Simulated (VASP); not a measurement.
# YAl3N4 (Pm-3m) in VASP: further runs

Runs on YAl3N4. Level: PBE. Tasks: single point, relaxation of cell and atoms.

All numbers are computed with VASP 6.6.1; they aren't measurements. Logs are shortened: lines on timing, memory, paths and dates and some standing lists are left out, and cuts for length are marked.

### 1 The cell of the first run

Symmetry: Pm-3m, No. 221, cubic system. The conventional cell has a = 4.387 Å, b = 4.387 Å, c = 4.387 Å, α = 90.00°, β = 90.00°, γ = 90.00°. Y (site symmetry m-3m) has 6 N at 2.19 Å within 2.9 Å. Within 2.9 Å of Al (site symmetry 4/mmm) lie 6 N at 2.19 Å. N (site symmetry 4/mmm) has 2 Y at 2.19 Å and 4 Al at 2.19 Å within 2.9 Å. N (site symmetry m-3m) has 6 Al at 2.19 Å within 2.9 Å.

### 2 Single point, PBE

The input, INCAR:

```
ALGO = Normal
EDIFF = 1E-6
ENCUT = 520
GGA = PE
ISIF = 2
ISMEAR = 0
LASPH = True
LCHARG = False
LREAL = False
LWAVE = False
NBANDS = 30
NELM = 80
PREC = Accurate
SIGMA = 0.1
```

The input, KPOINTS:

```
k-points
0
Gamma
  4 4 4
```

The input, POSCAR:

```
YAl3N4
1.0
    4.3869337122      0.0000000000      0.0000000000
    0.0000000000      4.3869337122      0.0000000000
    0.0000000000      0.0000000000      4.3869337122
Y Al N
1 3 4
Direct
    0.5000000000      0.5000000000      0.5000000000
    0.0000000000      0.0000000000      0.5000000000
    0.5000000000      0.0000000000      0.0000000000
    0.0000000000      0.5000000000      0.0000000000
    0.5000000000      0.5000000000      0.0000000000
    0.0000000000      0.5000000000      0.5000000000
    0.5000000000      0.0000000000      0.5000000000
    0.0000000000      0.0000000000      0.0000000000
```

Potentials or basis: VASP PAW PBE potentials, release 64 (Y_sv, Al, N).

Launch:

```sh
> cat potpaw_PBE.64/Y_sv/POTCAR potpaw_PBE.64/Al/POTCAR potpaw_PBE.64/N/POTCAR > POTCAR
> mpirun -np 1 vasp_std > vasp.out
```

OUTCAR:

```text
EDIFF = 1E-6
   ENCUT = 520
   GGA = PE
   ISIF = 2
   ISMEAR = 0
   LASPH = True
   LREAL = False
   NELM = 80
   PREC = Accurate

 ion  position               nearest neighbor table
   1  0.500  0.500  0.500-   5 2.19   6 2.19   7 2.19   5 2.19   7 2.19   6 2.19   3 3.10   4 3.10
                             2 3.10   2 3.10   3 3.10   3 3.10   3 3.10   2 3.10   4 3.10   4 3.10
   2  0.000  0.000  0.500-   6 2.19   7 2.19   8 2.19   8 2.19   6 2.19   7 2.19   3 3.10   4 3.10
                             1 3.10   1 3.10   4 3.10   3 3.10   4 3.10   1 3.10   3 3.10   4 3.10
   3  0.500  0.000  0.000-   5 2.19   7 2.19   8 2.19   7 2.19   5 2.19   8 2.19   1 3.10   2 3.10
                             1 3.10   1 3.10   4 3.10   2 3.10   1 3.10   2 3.10   4 3.10   4 3.10
   4  0.000  0.500  0.000-   5 2.19   6 2.19   8 2.19   6 2.19   8 2.19   5 2.19   1 3.10   2 3.10
                             1 3.10   2 3.10   3 3.10   2 3.10   2 3.10   1 3.10   3 3.10   3 3.10
   5  0.500  0.500  0.000-   1 2.19   3 2.19   4 2.19   1 2.19   3 2.19   4 2.19
   6  0.000  0.500  0.500-   1 2.19   2 2.19   4 2.19   4 2.19   2 2.19   1 2.19
   7  0.500  0.000  0.500-   1 2.19   2 2.19   3 2.19   3 2.19   1 2.19   2 2.19
   8  0.000  0.000  0.000-   2 2.19   3 2.19   4 2.19   2 2.19   4 2.19   3 2.19

  LATTYP: Found a simple cubic cell.
 ALAT       =     4.3869337122

  Lattice vectors:

 A1 = (   4.3869337122,   0.0000000000,   0.0000000000)
 A2 = (   0.0000000000,   4.3869337122,   0.0000000000)
 A3 = (   0.0000000000,   0.0000000000,   4.3869337122)

Analysis of symmetry for initial positions (statically):
=====================================================================
 Subroutine PRICEL returns:
 Original cell was already a primitive cell.

 Routine SETGRP: Setting up the symmetry group for a
 simple cubic supercell.

 Subroutine GETGRP returns: Found 48 space group operations
 (whereof 48 operations were pure point group operations)
 out of a pool of 48 trial point group operations.

The static configuration has the point symmetry O_h .

Analysis of symmetry for dynamics (positions and initial velocities):
=====================================================================
 Subroutine PRICEL returns:
 Original cell was already a primitive cell.

 Routine SETGRP: Setting up the symmetry group for a
 simple cubic supercell.

 Subroutine GETGRP returns: Found 48 space group operations
 (whereof 48 operations were pure point group operations)
 out of a pool of 48 trial point group operations.

The dynamic configuration has the point symmetry O_h .

 Subroutine INISYM returns: Found 48 space group operations
 (whereof 48 operations are pure point group operations),
 and found     1 'primitive' translations

----------------------------------------------------------------------------------------

                                     Primitive cell

  volume of cell :      84.4274

  direct lattice vectors                    reciprocal lattice vectors
     4.386933712  0.000000000  0.000000000     0.227949649  0.000000000  0.000000000
     0.000000000  4.386933712  0.000000000     0.000000000  0.227949649  0.000000000
     0.000000000  0.000000000  4.386933712     0.000000000  0.000000000  0.227949649

  length of vectors
     4.386933712  4.386933712  4.386933712     0.227949649  0.227949649  0.227949649

  position of ions in fractional coordinates (direct lattice)
     0.500000000  0.500000000  0.500000000
     0.000000000  0.000000000  0.500000000
     0.500000000  0.000000000  0.000000000
     0.000000000  0.500000000  0.000000000
     0.500000000  0.500000000  0.000000000
     0.000000000  0.500000000  0.500000000
     0.500000000  0.000000000  0.500000000
     0.000000000  0.000000000  0.000000000

  ion indices of the primitive-cell ions
   primitive index   ion index
                 1           1
                 2           2
                 3           3
                 4           4
                 5           5
                 6           6
                 7           7
                 8           8

----------------------------------------------------------------------------------------

 KPOINTS: k-points

Automatic generation of k-mesh.
 Grid dimensions read from file:
 generate k-points for:    4    4    4

 Generating k-lattice:

  Cartesian coordinates                     Fractional coordinates (reciprocal lattice)
     0.056987412  0.000000000  0.000000000     0.250000000  0.000000000  0.000000000
     0.000000000  0.056987412  0.000000000     0.000000000  0.250000000  0.000000000
     0.000000000  0.000000000  0.056987412     0.000000000  0.000000000  0.250000000

  Length of vectors
     0.056987412  0.056987412  0.056987412

  Shift w.r.t. Gamma in fractional coordinates (k-lattice)
     0.000000000  0.000000000  0.000000000

 Subroutine IBZKPT returns following result:
 ===========================================

 Found     10 irreducible k-points:

 Following reciprocal coordinates:
            Coordinates               Weight
  0.000000  0.000000  0.000000      1.000000
  0.250000  0.000000  0.000000      6.000000
  0.500000  0.000000  0.000000      3.000000
  0.250000  0.250000  0.000000     12.000000
  0.500000  0.250000  0.000000     12.000000
  0.500000  0.500000  0.000000      3.000000
  0.250000  0.250000  0.250000      8.000000
  0.500000  0.250000  0.250000     12.000000
  0.500000  0.500000  0.250000      6.000000
  0.500000  0.500000  0.500000      1.000000
   k-points           NKPTS =     10   k-points in BZ     NKDIM =     10   number of bands    NBANDS=     30
   number of dos      NEDOS =    301   number of ions     NIONS =      8
   total plane-waves  NPLWV =  46656
   dimension x,y,z NGX =    36 NGY =   36 NGZ =   36
   dimension x,y,z NGXF=    72 NGYF=   72 NGZF=   72
   ions per type =               1   3   4
   NGX,Y,Z   is equivalent  to a cutoff of  13.64, 13.64, 13.64 a.u.
   NGXF,Y,Z  is equivalent  to a cutoff of  27.28, 27.28, 27.28 a.u.
 SYSTEM =  unknown system
   PREC   = accura    normal or accurate (medium, high low for compatibility)
   ISTART =      0    job   : 0-new  1-cont  2-samecut
   ICHARG =      2    charge: 1-file 2-atom 10-const
   ISPIN  =      1    spin polarized calculation?
   LNONCOLLINEAR =      F non collinear calculations
   LSORBIT =      F    spin-orbit coupling
   LASPH  =      T    aspherical Exc in radial PAW
   ENCUT  =  520.0 eV  38.22 Ry    6.18 a.u.   8.16  8.16  8.16*2*pi/ulx,y,z
   NELM   =     80;   NELMIN=  2; NELMDL= -5     # of ELM steps
   EDIFF  = 0.1E-05   stopping-criterion for ELM
   LREAL  =      F    real-space projection
   EDIFFG = 0.1E-04   stopping-criterion for IOM
   NSW    =      0    number of steps for IOM
   IBRION =     -1    ionic relax: 0-MD 1-quasi-New 2-CG
   NFREE  =      0    steps in history (QN), initial steepest desc. (CG)
   ISIF   =      2    stress and relaxation
   ISYM   =      2    0-nonsym 1-usesym 2-fastsym
   POTIM  = 0.5000    time-step for ionic-motion
   TEBEG  =    0.0;   TEEND  =   0.0 temperature during run
   PSTRESS=    0.0 pullay stress
   NELECT =      40.0000    total number of electrons
   NUPDOWN=      -1.0000    fix difference up-down
   EMIN   =  10.00;   EMAX   =-10.00  energy-range for DOS
   EFERMI =   0.00;   METHOD = LEGACY
   ISMEAR =     0;   SIGMA  =   0.10  broadening in eV -4-tet -1-fermi 0-gaus
   EFERMI_NEDOS =   21; number of points for ismear=-14 and -15
   IALGO  =     38    algorithm
   IMIX   =      4    mixing-type and parameters
     AMIX     =   0.40;   BMIX     =  1.00
     AMIX_MAG =   1.60;   BMIX_MAG =  1.00
  volume/ion in A,a.u.               =      10.55        71.22
  Fermi-wavevector in a.u.,A,eV,Ry     =   1.276244  2.411752 22.161157  1.628799
  Thomas-Fermi vector in A             =   2.408911
   LORBIT       =      0    0 simple, 1 ext, 2 COOP (PROOUT), +10 PAW based schemes
   GGA     = PE    functional components
   LHFCALC =     F    Hartree Fock is set to
   AEXX    =    0.0000 exact exchange contribution
   IVDW    =     0    specifies the selected vdW correction
   LEPSILON=     F    determine dielectric tensor
   LRPA    =     F    only Hartree local field effects (RPA)
 non-spin polarized calculation
 Gauss-broadening in eV      SIGMA  =   0.10
  energy-cutoff  :      520.00
  volume of cell :       84.43
 maximum number of plane-waves:      2301
 NGX is ok and might be reduce to    36
   NGX = 17   NGY = 17   NGZ = 17

 number of electron      39.9999994 magnetization

 Free energy of the ion-electron system (eV)
  ---------------------------------------------------
  ext. energy  EPLUGINS =         0.00000000
  ---------------------------------------------------
  free energy    TOTEN  =       -58.25872187 eV

  energy without entropy =      -58.25872187  energy(sigma->0) =      -58.25872187

 E-fermi :   8.1851     XC(G=0): -11.6216

 val. band max:        7.7397886937   @ k =   0.0000   0.0000   0.0000
 cond. band min:       9.1057813865   @ k =   0.0000   0.0000   0.0000
 fundamental gap:      1.3659926928
 Fermi energy:         8.1851243655

 k-point     1 :       0.0000    0.0000    0.0000
  band No.  band energies     occupation
      1     -31.9216      2.00000
      2     -12.4701      2.00000
      3     -12.4701      2.00000
      4     -12.4701      2.00000
      5      -8.2624      2.00000
      6      -5.9970      2.00000
[... 22 lines left out ...]
     29      15.9965      0.00000
     30      16.4621      0.00000

 k-point     2 :       0.2500    0.0000    0.0000
  band No.  band energies     occupation
      1     -31.9189      2.00000
      2     -12.7251      2.00000
      3     -12.4616      2.00000
      4     -12.4616      2.00000
      5      -7.8294      2.00000
      6      -6.0544      2.00000
[... 256 lines left out ...]
 k-point    10 :       0.5000    0.5000    0.5000
  band No.  band energies     occupation
      1     -31.9063      2.00000
      2     -12.8734      2.00000
      3     -12.8734      2.00000
      4     -12.8734      2.00000
      5      -6.4881      2.00000
      6      -4.7582      2.00000
[... 22 lines left out ...]
     29      15.4857      0.00000
     30      15.4857      0.00000

------------------------ aborting loop because EDIFF is reached ----------------------------------------

  FORCE on cell =-STRESS in cart. coord.  units (eV):
  Direction    XX          YY          ZZ          XY          YZ          ZX
  --------------------------------------------------------------------------------------
  -------------------------------------------------------------------------------------
  Total       -0.1748303     -0.1748303     -0.1748303     -0.0000000     -0.0000000      0.0000000
  in kB       -3.3177531     -3.3177531     -3.3177531     -0.0000000     -0.0000000      0.0000000
  external PRESSURE =      -3.3177531 kB  Pullay stress =       0.0000000 kB

 VOLUME and BASIS-vectors are now :
 -----------------------------------------------------------------------------
  energy-cutoff  :      520.00
  volume of cell :       84.43
      direct lattice vectors                 reciprocal lattice vectors
     4.386933712  0.000000000  0.000000000     0.227949649  0.000000000  0.000000000
     0.000000000  4.386933712  0.000000000     0.000000000  0.227949649  0.000000000
     0.000000000  0.000000000  4.386933712     0.000000000  0.000000000  0.227949649

 POSITION                                       TOTAL-FORCE (eV/Angst)
 -----------------------------------------------------------------------------------
      2.19347      2.19347      2.19347         0.000000      0.000000      0.000000
      0.00000      0.00000      2.19347         0.000000      0.000000      0.000000
      2.19347      0.00000      0.00000         0.000000      0.000000      0.000000
      0.00000      2.19347      0.00000         0.000000      0.000000      0.000000
      2.19347      2.19347      0.00000         0.000000      0.000000      0.000000
      0.00000      2.19347      2.19347         0.000000      0.000000      0.000000
      2.19347      0.00000      2.19347         0.000000      0.000000      0.000000
      0.00000      0.00000      0.00000         0.000000      0.000000      0.000000
 -----------------------------------------------------------------------------------
    total drift:                                0.000000      0.000000      0.000000

  FREE ENERGIE OF THE ION-ELECTRON SYSTEM (eV)
  ---------------------------------------------------
  free  energy   TOTEN  =       -58.2587218712 eV

  energy  without entropy=      -58.2587218712  energy(sigma->0) =      -58.25872187
```

Wall time 70 s (1 thread of Intel Xeon 8259CL, shared host); peak memory 0.22 GiB.

What came out:

```
Free energy            : -58.2587 eV
Pressure               : -0.3 GPa
Band gap on the k mesh : 1.37 eV
```

Levels at points of the mesh, in eV from the valence-band top:
```
           k point  band 17  band 18  band 19  band 20  band 21  band 22  band 23  band 24
(0.00, 0.00, 0.00)    -1.72     0.00     0.00     0.00     1.37     1.37     1.48     2.26
(0.50, 0.00, 0.00)    -2.42    -2.42    -0.24    -0.24     2.90     4.29     4.31     4.78
(0.50, 0.50, 0.00)    -1.69    -1.64    -1.64    -0.57     5.28     5.64     5.98     5.98
(0.50, 0.50, 0.50)    -1.88    -1.63    -1.63    -1.63     3.45     4.17     4.17     4.17
```

(Part 1 of 2 ends here.)

The gap in the log of VASP goes by the Fermi energy; the results here count the filled bands.